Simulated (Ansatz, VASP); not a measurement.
## Two plane-wave programs on Al

File INCAR:

```
  ALGO = Normal
  EDIFF = 1E-7
  EDIFFG = -0.04
  ENCUT = 500
  GGA = PE
  GGA_COMPAT = False
  IBRION = 2
  ISIF = 3
  ISMEAR = 0
  LASPH = True
  LCHARG = False
  LREAL = False
  LWAVE = False
  NELM = 120
  NELMIN = 4
  NSW = 90
  PREC = Accurate
  SIGMA = 0.1
```

KPOINTS

```
k-points
0
Gamma
  9 9 9
```

The input POSCAR:

```
Al
1.0
    2.1830272480      1.2603713693      1.0677498173
   -2.1830272480      1.2603713693      1.0677498173
    0.0000000000     -2.5207427386      1.0677498173
Al
1
Direct
    0.5000000000      0.5000000000      0.5000000000
```

Input for Ansatz:

```yaml
crystal:
  lattice:
    - [2.183027248, 1.2603713693, 1.0677498173]
    - [-2.183027248, 1.2603713693, 1.0677498173]
    - [0.0, -2.5207427386, 1.0677498173]
  atoms:
    - { symbol: Al, position: [0.5, 0.5, 0.5] }
basis:
  ecutwfc: 420
kpoints:
  mp_grid: { grid: [9, 9, 9] }
hamiltonian:
  xc: pbe
scf:
  occupations: { method: gaussian, width: 0.1 }
  lower_state_search: "off"
output:
  forces: true
  stress: true
  eigenvalues: true
relax:
  adjacent_minimum: "off"
  f_tol: 0.04
  max_steps: 70
  cell: { stress_tol: 0.4 }
```

Alike in both runs: task relaxation of cell and atoms; functional PBE; k mesh 9 × 9 × 9; occupations gaussian, width 0.1 eV; no spin polarisation.

|  | VASP | Ansatz |
| --- | --- | --- |
| version | VASP 6.6.1 | Ansatz 0.2.0 |
| potentials or method | VASP PAW PBE potentials, release 64 (Al), cutoff 500 eV | scalar-relativistic, plane waves, PAW |
| valence electrons in the cell | 3 | 3 |

Ansatz gave:

- gap on the k mesh at the Fermi level, each at its own relaxed structure (eV): none
- relaxed volume (Å³/atom): 16.91
- relaxed cell length with the largest relative difference (Å): 2.800

Task: What did VASP give for the same quantities?

Result: gap on the k mesh at the Fermi level, each at its own relaxed structure (eV): none; relaxed volume (Å³/atom): 16.92; relaxed cell length with the largest relative difference (Å): 2.800.

A gap of «none» marks a metal or a gap that the smearing closes.
